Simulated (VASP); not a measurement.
Write the native input for VASP 6.6.1 that does the following.

```yaml
Task: single point
Functional: PBE
Potentials_or_basis: VASP PAW PBE potentials, release 64 (Be, Cd, O)
Cutoff: 520 eV
k_mesh: 6 × 6 × 4
Occupations: gaussian, width 0.1 eV
Spin: collinear spin, ferromagnetic start
Starting_moments: "[0.0, 0.0, 0.0, 0.0, 1.0] μB"
Dipole_correction: no
Further_INCAR_settings: ALGO = Normal; EDIFF = 1e-06; NBANDS = 29
```

The structure of Be2Cd2O lies in POSCAR:

```
Be2Cd2O
1.0
    3.4201602235      0.0000000000      0.0000000000
   -1.7100801118      2.9619456386      0.0000000000
    0.0000000000      0.0000000000      7.0800697718
Be Cd O
2 2 1
Direct
    0.3333333333      0.6666666667      0.5560122784
    0.6666666667      0.3333333333      0.4439877216
    0.3333333333      0.6666666667      0.1975578432
    0.6666666667      0.3333333333      0.8024421568
    0.0000000000      0.0000000000      0.0000000000
```

One way to write it, as run:

INCAR

```
PREC = Accurate ; ENCUT = 520
EDIFF = 1E-6 ; ISMEAR = 0
SIGMA = 0.1 ; LREAL = False
LASPH = True ; NELM = 150
ALGO = Normal ; ISIF = 2
LWAVE = False ; LCHARG = True
ISPIN = 2 ; MAGMOM = 0 0 0 0 1
LORBIT = 11 ; GGA = PE
LELF = True ; LVHAR = True
NBANDS = 29
```

KPOINTS

```
regular mesh
0
Gamma
  6 6 4
```

Potentials or basis: VASP PAW PBE potentials, release 64 (Be, Cd, O).

Run with:

```console
$ cat potpaw_PBE.64/Be/POTCAR potpaw_PBE.64/Cd/POTCAR potpaw_PBE.64/O/POTCAR > POTCAR
$ mpirun -np 1 vasp_std > vasp.out
```

Results of the run:

```json
{
 "Pressure": "0.6 GPa",
 "Largest force": "0.050 eV/Å",
 "Band gap on the k mesh": "zero (filled and empty bands overlap)",
 "Net moment": "0.01 μB per cell",
 "Valence electrons inside the program's atomic spheres": "Be 1.00; Cd 10.28; O 4.89"
}
```

It took 49 s on 1 thread of Intel(R) Xeon(R) 6975P-C (Granite Rapids), with other jobs on the host, peak memory 0.26 GiB.
